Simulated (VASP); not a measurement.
Write the native input for VASP 6.6.1 that does the following.

| Item | Value |
| --- | --- |
| Task | single point |
| Functional | PBE |
| Potentials or basis | VASP PAW PBE potentials, release 64 (In_d, Se) |
| Cutoff | 520 eV |
| k mesh | 5 × 5 × 2 |
| Occupations | gaussian, width 0.2 eV |
| Spin | no spin polarisation |
| Dipole correction | no |
| Further INCAR settings | ALGO = Normal; EDIFF = 1e-06; NBANDS = 34 |

The structure of InSe2 lies in POSCAR:

```
InSe2
1.0
    3.8948930000      0.0000000000      0.0000000000
    0.0000000000      3.8948930000      0.0000000000
    0.0000000000      0.0000000000      9.6262310000
In Se
2 4
Direct
    0.0000000000      0.5000000000      0.7064680000
    0.5000000000      0.0000000000      0.2935320000
    0.0000000000      0.5000000000      0.3662120000
    0.5000000000      0.0000000000      0.6337880000
    0.0000000000      0.0000000000      0.0000000000
    0.5000000000      0.5000000000      0.0000000000
```

One way to write it, as run:

INCAR

```
SYSTEM = InSe2
ALGO = Normal
EDIFF = 1E-6
ENCUT = 520
GGA = PE
ISIF = 2
ISMEAR = 0
LASPH = .TRUE.
LCHARG = .FALSE.
LREAL = .FALSE.
LWAVE = .FALSE.
NBANDS = 34
NELM = 80
PREC = Accurate
SIGMA = 0.2
```

KPOINTS

```
k-points
0
G
  5 5 2
  0 0 0
```

Potentials or basis: VASP PAW PBE potentials, release 64 (In_d, Se).

The run is started by

```console
$ cat potpaw_PBE.64/In_d/POTCAR potpaw_PBE.64/Se/POTCAR > POTCAR
$ mpirun -np 1 vasp_std > vasp.out
```

It gave:

```yaml
Pressure: -0.3 GPa
Largest_force: 0.101 eV/Å
Band_gap_on_the_k_mesh: zero (bands 25 and 26 overlap by 1.66 eV)
```

Caveat: spin-orbit coupling is left out, which moves the levels of the heavy elements.

Run time: 85 s on 1 thread of Intel Xeon 8259CL (shared host), peak memory 0.26 GiB.
